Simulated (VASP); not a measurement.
# Ta4F in VASP: single point with LDA

Aim: the single point of Ta4F with LDA.

All numbers are computed with VASP 6.6.1; they aren't measurements. Logs are shortened: lines on timing, memory, paths and dates and some standing lists are left out, and cuts for length are marked.

### Step 1. The cell of the first run

The cell holds a slab with vacuum, 5 atoms: a = 3.253 Å, b = 3.253 Å, c = 20.213 Å, α = 90.00°, β = 90.00°, γ = 90.00°.

### Step 2. Single point, LDA

INCAR

```
SYSTEM = Ta4F
PREC     = Accurate       ! precision mode
ENCUT    = 520            ! plane-wave cutoff, eV
EDIFF    = 1E-6           ! SCF threshold, eV
ISMEAR   = 0              ! smearing method
SIGMA    = 0.1            ! smearing width, eV
LREAL    = .False.        ! projectors in reciprocal space
LASPH    = .True.         ! aspherical terms in the spheres
NELM     = 120            ! most SCF steps
ALGO     = Normal         ! electronic algorithm
ISIF     = 2              ! what is computed and relaxed
LWAVE    = .False.        ! write WAVECAR
LCHARG   = .False.        ! write CHGCAR
LDIPOL   = .True.       
IDIPOL   = 3            
DIPOL    = 0.5 0.5 0.357
GGA      = CA             ! functional
NBANDS   = 38             ! bands
GGA_COMPAT= .False.      
NELMDL   = -8
```

KPOINTS

```
regular mesh
0
Gamma
  8 8 1
  0 0 0
```

POSCAR

```
Ta4F
1.0
    3.2528501167      0.0000000000      0.0000000000
    0.0000000000      3.2528501167      0.0000000000
    0.0000000000      0.0000000000     20.2133955742
Ta F
4 1
Direct
    0.5000000000      0.5000000000      0.1978885727
    0.0000000000      0.0000000000      0.2783513061
    0.5000000000      0.5000000000      0.3580225065
    0.0000000000      0.0000000000      0.4310703534
    0.1250000000      0.1250000000      0.5187048381
```

Potentials or basis: VASP PAW LDA potentials, release 64 (Ta_sv_GW, F).

Command:

```sh
cat potpaw_LDA.64/Ta_sv_GW/POTCAR potpaw_LDA.64/F/POTCAR > POTCAR
mpirun -np 1 vasp_std > vasp.out
```

OUTCAR:

```text
SYSTEM = Ta4F
   PREC = Accurate
   ENCUT = 520
   EDIFF = 1E-6
   ISMEAR = 0
   LREAL = .False.
   LASPH = .True.
   NELM = 120
   ISIF = 2
   GGA = CA
   NELMDL = -8

 ion  position               nearest neighbor table
   1  0.500  0.500  0.198-   2 2.82   2 2.82   2 2.82   2 2.82   3 3.24
   2  0.000  0.000  0.278-   3 2.81   3 2.81   3 2.81   3 2.81   1 2.82   1 2.82   1 2.82   1 2.82
                             4 3.09
   3  0.500  0.500  0.358-   4 2.73   4 2.73   4 2.73   4 2.73   2 2.81   2 2.81   2 2.81   2 2.81
                             1 3.24
   4  0.000  0.000  0.431-   5 1.86   3 2.73   3 2.73   3 2.73   3 2.73   2 3.09
   5  0.125  0.125  0.519-   4 1.86

  LATTYP: Found a simple tetragonal cell.
 ALAT       =     3.2528501167
 C/A-ratio  =     6.2140568575

  Lattice vectors:

 A1 = (   3.2528501167,   0.0000000000,   0.0000000000)
 A2 = (   0.0000000000,   3.2528501167,   0.0000000000)
 A3 = (   0.0000000000,   0.0000000000,  20.2133955742)

Analysis of symmetry for initial positions (statically):
=====================================================================
 Subroutine PRICEL returns:
 Original cell was already a primitive cell.

 Routine SETGRP: Setting up the symmetry group for a
 simple tetragonal supercell.

 Subroutine GETGRP returns: Found  2 space group operations
 (whereof  2 operations were pure point group operations)
 out of a pool of 16 trial point group operations.

The static configuration has the point symmetry C_1h.

Analysis of symmetry for dynamics (positions and initial velocities):
=====================================================================
 Subroutine PRICEL returns:
 Original cell was already a primitive cell.

 Routine SETGRP: Setting up the symmetry group for a
 simple tetragonal supercell.

 Subroutine GETGRP returns: Found  2 space group operations
 (whereof  2 operations were pure point group operations)
 out of a pool of 16 trial point group operations.

The dynamic configuration has the point symmetry C_1h.

 Subroutine INISYM returns: Found  2 space group operations
 (whereof  2 operations are pure point group operations),
 and found     1 'primitive' translations

----------------------------------------------------------------------------------------

                                     Primitive cell

  volume of cell :     213.8786

  direct lattice vectors                    reciprocal lattice vectors
     3.252850117  0.000000000  0.000000000     0.307422711  0.000000000  0.000000000
     0.000000000  3.252850117  0.000000000     0.000000000  0.307422711  0.000000000
     0.000000000  0.000000000 20.213395574     0.000000000  0.000000000  0.049472143

  length of vectors
     3.252850117  3.252850117 20.213395574     0.307422711  0.307422711  0.049472143

  position of ions in fractional coordinates (direct lattice)
     0.500000000  0.500000000  0.197888573
     0.000000000  0.000000000  0.278351306
     0.500000000  0.500000000  0.358022506
     0.000000000  0.000000000  0.431070353
     0.125000000  0.125000000  0.518704838

  ion indices of the primitive-cell ions
   primitive index   ion index
                 1           1
                 2           2
                 3           3
                 4           4
                 5           5

----------------------------------------------------------------------------------------

 KPOINTS: regular mesh

Automatic generation of k-mesh.
 Grid dimensions read from file:
 generate k-points for:    8    8    1

 Generating k-lattice:

  Cartesian coordinates                     Fractional coordinates (reciprocal lattice)
     0.038427839  0.000000000  0.000000000     0.125000000  0.000000000  0.000000000
     0.000000000  0.038427839  0.000000000     0.000000000  0.125000000  0.000000000
     0.000000000  0.000000000  0.049472143     0.000000000  0.000000000  1.000000000

  Length of vectors
     0.038427839  0.038427839  0.049472143

  Shift w.r.t. Gamma in fractional coordinates (k-lattice)
     0.000000000  0.000000000  0.000000000

 Subroutine IBZKPT returns following result:
 ===========================================

 Found     21 irreducible k-points:

 Following reciprocal coordinates:
            Coordinates               Weight
  0.000000  0.000000  0.000000      1.000000
  0.125000  0.000000  0.000000      4.000000
  0.250000  0.000000  0.000000      4.000000
  0.375000  0.000000  0.000000      4.000000
  0.500000  0.000000  0.000000      2.000000
  0.125000  0.125000  0.000000      2.000000
[... 13 lines left out ...]
  0.500000  0.375000  0.000000      4.000000
  0.500000  0.500000  0.000000      1.000000
   k-points           NKPTS =     21   k-points in BZ     NKDIM =     21   number of bands    NBANDS=     38
   number of dos      NEDOS =    301   number of ions     NIONS =      5
   total plane-waves  NPLWV =  86400
   dimension x,y,z NGX =    24 NGY =   24 NGZ =  150
   dimension x,y,z NGXF=    48 NGYF=   48 NGZF=  300
   ions per type =               4   1
   NGX,Y,Z   is equivalent  to a cutoff of  12.27, 12.27, 12.34 a.u.
   NGXF,Y,Z  is equivalent  to a cutoff of  24.53, 24.53, 24.67 a.u.
 SYSTEM =  Ta4F
   PREC   = accura    normal or accurate (medium, high low for compatibility)
   ISTART =      0    job   : 0-new  1-cont  2-samecut
   ICHARG =      2    charge: 1-file 2-atom 10-const
   ISPIN  =      1    spin polarized calculation?
   LNONCOLLINEAR =      F non collinear calculations
   LSORBIT =      F    spin-orbit coupling
   LASPH  =      T    aspherical Exc in radial PAW
   ENCUT  =  520.0 eV  38.22 Ry    6.18 a.u.   6.05  6.05 37.58*2*pi/ulx,y,z
   NELM   =    120;   NELMIN=  2; NELMDL= -8     # of ELM steps
   EDIFF  = 0.1E-05   stopping-criterion for ELM
   LREAL  =      F    real-space projection
   EDIFFG = 0.1E-04   stopping-criterion for IOM
   NSW    =      0    number of steps for IOM
   IBRION =     -1    ionic relax: 0-MD 1-quasi-New 2-CG
   NFREE  =      0    steps in history (QN), initial steepest desc. (CG)
   ISIF   =      2    stress and relaxation
   ISYM   =      2    0-nonsym 1-usesym 2-fastsym
   POTIM  = 0.5000    time-step for ionic-motion
   TEBEG  =    0.0;   TEEND  =   0.0 temperature during run
   PSTRESS=    0.0 pullay stress
   NELECT =      59.0000    total number of electrons
   NUPDOWN=      -1.0000    fix difference up-down
   EMIN   =  10.00;   EMAX   =-10.00  energy-range for DOS
   EFERMI =   0.00;   METHOD = LEGACY
   ISMEAR =     0;   SIGMA  =   0.10  broadening in eV -4-tet -1-fermi 0-gaus
   EFERMI_NEDOS =   21; number of points for ismear=-14 and -15
   IALGO  =     38    algorithm
   IMIX   =      4    mixing-type and parameters
     AMIX     =   0.40;   BMIX     =  1.00
     AMIX_MAG =   1.60;   BMIX_MAG =  1.00
  volume/ion in A,a.u.               =      42.78       288.66
  Fermi-wavevector in a.u.,A,eV,Ry     =   1.065703  2.013888 15.452461  1.135724
  Thomas-Fermi vector in A             =   2.201264
   LORBIT       =      0    0 simple, 1 ext, 2 COOP (PROOUT), +10 PAW based schemes
   GGA     = CA    functional components
   LHFCALC =     F    Hartree Fock is set to
   AEXX    =    0.0000 exact exchange contribution
   IVDW    =     0    specifies the selected vdW correction
   LEPSILON=     F    determine dielectric tensor
   LRPA    =     F    only Hartree local field effects (RPA)
 non-spin polarized calculation
 Gauss-broadening in eV      SIGMA  =   0.10
  energy-cutoff  :      520.00
  volume of cell :      213.88
 maximum number of plane-waves:      5812
   NGX = 13   NGY = 13   NGZ = 75

 dipolmoment           0.000000      0.000000     -0.126185 electrons x Angstroem

 number of electron      58.9999984 magnetization

 dipolmoment           0.000000      0.000000      0.144365 electrons x Angstroem

 Free energy of the ion-electron system (eV)
  ---------------------------------------------------
  ext. energy  EPLUGINS =         0.00000000
  ---------------------------------------------------
  free energy    TOTEN  =       -63.89630114 eV

  energy without entropy =      -63.87686657  energy(sigma->0) =      -63.88658385

 E-fermi :   0.2856     XC(G=0):  -5.8624

 val. band max:        0.2819254611   @ k =   0.3750   0.1250   0.0000
 cond. band min:       0.3052225425   @ k =  -0.1250   0.3750   0.0000
 fundamental gap:      0.0232970814
 Fermi energy:         0.2856454908

 k-point     1 :       0.0000    0.0000    0.0000
  band No.  band energies     occupation
      1     -67.6601      2.00000
      2     -67.4709      2.00000
      3     -66.6011      2.00000
      4     -66.2196      2.00000
      5     -34.6386      2.00000
      6     -34.4142      2.00000
[... 30 lines left out ...]
     37       3.0800      0.00000
     38       4.1550      0.00000

 k-point     2 :       0.1250    0.0000    0.0000
  band No.  band energies     occupation
      1     -67.6582      2.00000
      2     -67.4686      2.00000
      3     -66.5986      2.00000
      4     -66.2207      2.00000
      5     -34.6482      2.00000
      6     -34.4188      2.00000
[... 30 lines left out ...]
     37       3.2294      0.00000
     38       3.7206      0.00000

 k-point     3 :       0.2500    0.0000    0.0000
  band No.  band energies     occupation
      1     -67.6537      2.00000
      2     -67.4630      2.00000
      3     -66.5925      2.00000
      4     -66.2236      2.00000
      5     -34.6741      2.00000
      6     -34.4367      2.00000
[... 30 lines left out ...]
     37       3.3724      0.00000
[... 658 lines left out ...]
 k-point    20 :       0.5000    0.3750    0.0000
  band No.  band energies     occupation
      1     -67.6395      2.00000
      2     -67.4470      2.00000
      3     -66.5750      2.00000
      4     -66.2188      2.00000
      5     -34.6193      2.00000
      6     -34.5071      2.00000
[... 30 lines left out ...]
     37       4.4187      0.00000
     38       4.7818      0.00000

 k-point    21 :       0.5000    0.5000    0.0000
  band No.  band energies     occupation
      1     -67.6381      2.00000
      2     -67.4455      2.00000
      3     -66.5735      2.00000
      4     -66.2173      2.00000
      5     -34.6030      2.00000
      6     -34.5199      2.00000
[... 30 lines left out ...]
     37       4.5023      0.00000
     38       4.6120      0.00000

------------------------ aborting loop because EDIFF is reached ----------------------------------------

 vacuum level on the upper side and lower side of the slab       (xc-potential included)         1.190        -1.212

  FORCE on cell =-STRESS in cart. coord.  units (eV):
  Direction    XX          YY          ZZ          XY          YZ          ZX
  --------------------------------------------------------------------------------------
  -------------------------------------------------------------------------------------
  Total       -3.3389410     -3.3389410      1.6466133      0.0928642      0.0519929      0.0519926
  in kB      -25.0122029    -25.0122029     12.3348772      0.6956511      0.3894819      0.3894799
  external PRESSURE =     -12.5631762 kB  Pullay stress =       0.0000000 kB

 VOLUME and BASIS-vectors are now :
 -----------------------------------------------------------------------------
  energy-cutoff  :      520.00
  volume of cell :      213.88
      direct lattice vectors                 reciprocal lattice vectors
     3.252850117  0.000000000  0.000000000     0.307422711  0.000000000  0.000000000
     0.000000000  3.252850117  0.000000000     0.000000000  0.307422711  0.000000000
     0.000000000  0.000000000 20.213395574     0.000000000  0.000000000  0.049472143

 POSITION                                       TOTAL-FORCE (eV/Angst)
 -----------------------------------------------------------------------------------
      1.62643      1.62643      4.00000         0.000469      0.000469      0.770984
      0.00000      0.00000      5.62643         0.033595      0.033595     -1.048143
      1.62643      1.62643      7.23685        -0.215436     -0.215436     -1.337703
      0.00000      0.00000      8.71340         0.271554      0.271554      1.391848
      0.40661      0.40661     10.48479        -0.090182     -0.090182      0.223013
 -----------------------------------------------------------------------------------
    total drift:                                0.000100      0.000100      0.002152

  FREE ENERGIE OF THE ION-ELECTRON SYSTEM (eV)
  ---------------------------------------------------
  free  energy   TOTEN  =       -63.8963011397 eV

  energy  without entropy=      -63.8768665674  energy(sigma->0) =      -63.88658385

 vacuum level on the upper side and lower side of the slab         7.034         4.479
```

It took 3.8 min on 1 thread of Intel Xeon 6975P-C (Granite Rapids), shared host; peak memory 0.33 GiB.

What came out:

```yaml
Free_energy: -63.8963 eV
Largest_force: 1.444 eV/Å
Band_gap_on_the_k_mesh: zero (an odd number of electrons rules out a gap without spin polarisation)
```

Forces in eV/Å, atoms in the order of the input:
```
Ta   0.000  0.000  0.771
Ta   0.034  0.034 -1.048
Ta  -0.215 -0.215 -1.338
Ta   0.272  0.272  1.392
F   -0.090 -0.090  0.223
```

Caveat: spin-orbit coupling is left out, which moves the levels of the heavy elements.

The gap in the log of VASP goes by the Fermi energy; the results here count the filled bands.